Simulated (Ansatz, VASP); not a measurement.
## One calculation of SiNi3, two programs

File INCAR:

```
SYSTEM = SiNi3
  ALGO = Fast
  EDIFF = 1E-6
  ENCUT = 520
  GGA = PS
  ISIF = 2
  ISMEAR = 0
  LASPH = .TRUE.
  LCHARG = .TRUE.
  LELF = .TRUE.
  LREAL = .FALSE.
  LVHAR = .TRUE.
  LWAVE = .FALSE.
  NBANDS = 25
  NELM = 80
  PREC = Accurate
  SIGMA = 0.15
```

File KPOINTS:

```
k-points
0
G
  14 14 14
  0 0 0
```

The input POSCAR:

```
SiNi3
1.0
    3.4612457436      0.0000000000      0.0000000000
    0.0000000000      3.4612457436      0.0000000000
    0.0000000000      0.0000000000      3.4612457436
Si Ni
1 3
Direct
    0.0000000000      0.0204292568      0.0204292568
    0.0000000000      0.5000000000      0.5000000000
    0.5000000000      0.0000000000      0.5000000000
    0.5000000000      0.5000000000      0.0000000000
```

Input for Ansatz:

```yaml
crystal:
  lattice:
    - [3.4612457436, 0.0, 0.0]
    - [0.0, 3.4612457436, 0.0]
    - [0.0, 0.0, 3.4612457436]
  atoms:
    - { symbol: Si, position: [0.0, 0.0204292568, 0.0204292568] }
    - { symbol: Ni, position: [0.0, 0.5, 0.5] }
    - { symbol: Ni, position: [0.5, 0.0, 0.5] }
    - { symbol: Ni, position: [0.5, 0.5, 0.0] }
basis:
  ecutwfc: 420
kpoints:
  mp_grid: { grid: [14, 14, 14] }
hamiltonian:
  xc: pbesol
scf:
  occupations: { method: gaussian, width: 0.15 }
output:
  forces: true
  stress: true
  eigenvalues: true
```

Alike in both runs: task single point; functional PBEsol; k mesh 14 × 14 × 14; occupations gaussian, width 0.15 eV; no spin polarisation.

|  | VASP | Ansatz |
| --- | --- | --- |
| version | VASP 6.6.1 | Ansatz 0.2.0 |
| potentials or method | VASP PAW PBE potentials, release 64 (Si, Ni), cutoff 520 eV | scalar-relativistic, plane waves, PAW |
| valence electrons in the cell | 34 | 58 |

|  | VASP | Ansatz | Ansatz less VASP |
| --- | --- | --- | --- |
| gap on the k mesh at the Fermi level (eV) | none | none | - |
| pressure (GPa) | 0.5 | 0.6 | +0.05 |
| traceless stress, the component that is largest in VASP (GPa) | 0.48 | 0.47 | -0.005 |
| rms of the force components (eV/Å) | 0.230 | 0.226 | -0.0043 |

VASP's potentials were made for PBE, not for PBEsol. Atom by atom the forces differ by 0.004 eV/Å (rms over components). A gap of «none» marks a metal or a gap that the smearing closes. VASP's potentials hold 34 valence electrons a cell and Ansatz's 58, so a difference there can come from the potentials and not from the codes.
